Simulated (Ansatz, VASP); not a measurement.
Given: the input of a run of VASP 6.6.1 on Ge.

Contents of INCAR:

```
SYSTEM = Ge
PREC = Accurate ; ENCUT = 520
EDIFF = 1E-6 ; ISMEAR = -1
SIGMA = 0.05 ; LREAL = .FALSE.
LASPH = .TRUE. ; NELM = 60
ALGO = Normal ; ISIF = 2
LWAVE = .FALSE. ; LCHARG = .FALSE.
LDIPOL = .TRUE. ; IDIPOL = 3
DIPOL = 0.5 0.5 0.500 ; GGA = PE
NBANDS = 51
```

KPOINTS

```
regular mesh
0
G
  8 8 1
  0 0 0
```

POSCAR

```
Ge
1.0
    3.9975858431      0.0000000000      0.0000000000
   -1.9987929215      3.4620108940      0.0000000000
    0.0000000000      0.0000000000     22.4295961946
Ge
6
Direct
    0.3333333300      0.6666666600      0.3343796266
    0.6666666700      0.3333333400      0.3713940355
    0.6666666700      0.3333333400      0.4814927956
    0.3333333300      0.6666666600      0.5185072044
    0.3333333300      0.6666666600      0.6286059645
    0.6666666700      0.3333333400      0.6656203734
```

Potentials or basis: VASP PAW PBE potentials, release 64 (Ge_d).

Launch:

```bash
$ cat potpaw_PBE.64/Ge_d/POTCAR > POTCAR
$ mpirun -np 1 vasp_std > vasp.out
```

Problem. Translate it to Ansatz 0.2.0. Potentials there: Ansatz PAW.

Solution. As run (the cutoff follows the program's own potentials):

input.yaml

```yaml
crystal:
  lattice:
    - [3.9975858431, 0.0, 0.0]
    - [-1.9987929215, 3.462010894, 0.0]
    - [0.0, 0.0, 22.4295961946]
  atoms:
    - { symbol: Ge, position: [0.33333333, 0.66666666, 0.3343796266] }
    - { symbol: Ge, position: [0.66666667, 0.33333334, 0.3713940355] }
    - { symbol: Ge, position: [0.66666667, 0.33333334, 0.4814927956] }
    - { symbol: Ge, position: [0.33333333, 0.66666666, 0.5185072044] }
    - { symbol: Ge, position: [0.33333333, 0.66666666, 0.6286059645] }
    - { symbol: Ge, position: [0.66666667, 0.33333334, 0.6656203734] }
hamiltonian:
  xc: pbe
  pseudopotentials: { kind: paw }
kpoints:
  mp_grid: { grid: [8, 8, 1] }
scf:
  occupations: { method: fermi_dirac, width: 0.05 }
output:
  forces: true
  eigenvalues: true
efield:
  axis: 3
  dipole_correction: true
  ramp_width: 0.04
```

Potentials or basis: Ansatz PAW.

Run with:

```console
$ ansatz run input.yaml --threads 4 --pin off --max-ram 11264MiB --backend cpu --events-out ev --progress --plain --runs-dir out
```

Both were run:

|  | VASP | Ansatz | Ansatz less VASP |
| --- | --- | --- | --- |
| gap on the k mesh at the Fermi level (eV) | none | none | - |
| rms of the force components (eV/Å) | 0.133 | 0.132 | -0.0014 |

Atom by atom the forces differ by 0.002 eV/Å (rms over components). A gap of «none» marks a metal or a gap that the smearing closes.
